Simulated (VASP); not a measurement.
Here is a VASP 6.6.1 calculation.

Contents of INCAR:

```
SYSTEM = MgO
ALGO     = Normal         ! electronic algorithm
EDIFF    = 1E-6           ! SCF threshold, eV
ENCUT    = 520            ! plane-wave cutoff, eV
GGA      = PS             ! functional
ISIF     = 2              ! what is computed and relaxed
ISMEAR   = 0              ! smearing method
LASPH    = .TRUE.         ! aspherical terms in the spheres
LCHARG   = .FALSE.        ! write CHGCAR
LREAL    = .FALSE.        ! projectors in reciprocal space
LWAVE    = .FALSE.        ! write WAVECAR
NBANDS   = 11             ! bands
NELM     = 80             ! most SCF steps
PREC     = Accurate       ! precision mode
SIGMA    = 0.01           ! smearing width, eV
```

File KPOINTS:

```
k-points
0
G
  10 10 10
  0 0 0
```

The input POSCAR:

```
MgO
1.0
    2.0511977011      2.0511977011      0.0000000000
   -2.0511977011      2.0511977011      0.0000000000
    0.0000000000      2.0511977011      2.0511977011
Mg O
1 1
Direct
    0.0000000000      0.0000000000      0.0000000000
    0.5000000000      0.5000000000      0.0000000000
```

Potentials or basis: VASP PAW PBE potentials, release 64 (Mg, O).

The run is started by

```bash
$ cat potpaw_PBE.64/Mg/POTCAR potpaw_PBE.64/O/POTCAR > POTCAR
$ mpirun -np 1 vasp_std > vasp.out
```

(1) Estimate the band gap on the k mesh.

(2) Estimate the pressure.

Results:

(1) 5.44 eV, direct.

(2) 14.6 GPa.

Caveat: the PAW data sets were made with another functional, which shifts forces and pressure a little.
